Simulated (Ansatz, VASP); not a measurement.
## Ge in VASP and in Ansatz

The input INCAR:

```
SYSTEM = Ge
PREC = Accurate ; ENCUT = 520
EDIFF = 1E-7 ; ISMEAR = 0
SIGMA = 0.15 ; LREAL = .FALSE.
LASPH = .TRUE. ; NELM = 80
ALGO = Fast ; ISIF = 2
LWAVE = .FALSE. ; LCHARG = .FALSE.
GGA = PE ; NBANDS = 66
```

The input KPOINTS:

```
regular mesh
0
G
  15 15 4
  0 0 0
```

POSCAR

```
Ge
1.0
    3.9876524960      0.0000000000      0.0000000000
   -1.9938262480      3.4534083630      0.0000000000
    0.0000000000      0.0000000000     13.8646689633
Ge
8
Direct
    0.0000000000      0.0000000000      0.4123984970
    0.0000000000      0.0000000000      0.5876015030
    0.0000000000      0.0000000000      0.9123984970
    0.0000000000      0.0000000000      0.0876015030
    0.3333333333      0.6666666667      0.3442031336
    0.6666666667      0.3333333333      0.6557968664
    0.6666666667      0.3333333333      0.8442031336
    0.3333333333      0.6666666667      0.1557968664
```

Input for Ansatz:

```yaml
crystal:
  lattice:
    - [3.987652496, 0.0, 0.0]
    - [-1.993826248, 3.453408363, 0.0]
    - [0.0, 0.0, 13.8646689633]
  atoms:
    - { symbol: Ge, position: [0.0, 0.0, 0.412398497] }
    - { symbol: Ge, position: [0.0, 0.0, 0.587601503] }
    - { symbol: Ge, position: [0.0, 0.0, 0.912398497] }
    - { symbol: Ge, position: [0.0, 0.0, 0.087601503] }
    - { symbol: Ge, position: [0.3333333333, 0.6666666667, 0.3442031336] }
    - { symbol: Ge, position: [0.6666666667, 0.3333333333, 0.6557968664] }
    - { symbol: Ge, position: [0.6666666667, 0.3333333333, 0.8442031336] }
    - { symbol: Ge, position: [0.3333333333, 0.6666666667, 0.1557968664] }
basis:
  ecutwfc: 420
kpoints:
  mp_grid: { grid: [15, 15, 4] }
hamiltonian:
  xc: pbe
scf:
  occupations: { method: gaussian, width: 0.15 }
output:
  forces: true
  stress: true
  eigenvalues: true
```

Alike in both runs: task single point; functional PBE; k mesh 15 × 15 × 4; occupations gaussian, width 0.15 eV; no spin polarisation.

```csv
,VASP,Ansatz
version,VASP 6.6.1,Ansatz 0.2.0
potentials or method,"VASP PAW PBE potentials, release 64 (Ge_d), cutoff 520 eV","scalar-relativistic, plane waves, PAW"
valence electrons in the cell,112,112
```

|  | VASP | Ansatz | Ansatz less VASP |
| --- | --- | --- | --- |
| gap on the k mesh at the Fermi level (eV) | none | none | - |
| pressure (GPa) | 0.2 | 0.2 | +0.04 |
| traceless stress, the component that is largest in VASP (GPa) | -3.33 | -3.33 | +0.004 |
| rms of the force components (eV/Å) | 0.338 | 0.337 | -0.0009 |

Atom by atom the forces differ by 0.001 eV/Å (rms over components). A gap of «none» marks a metal or a gap that the smearing closes.
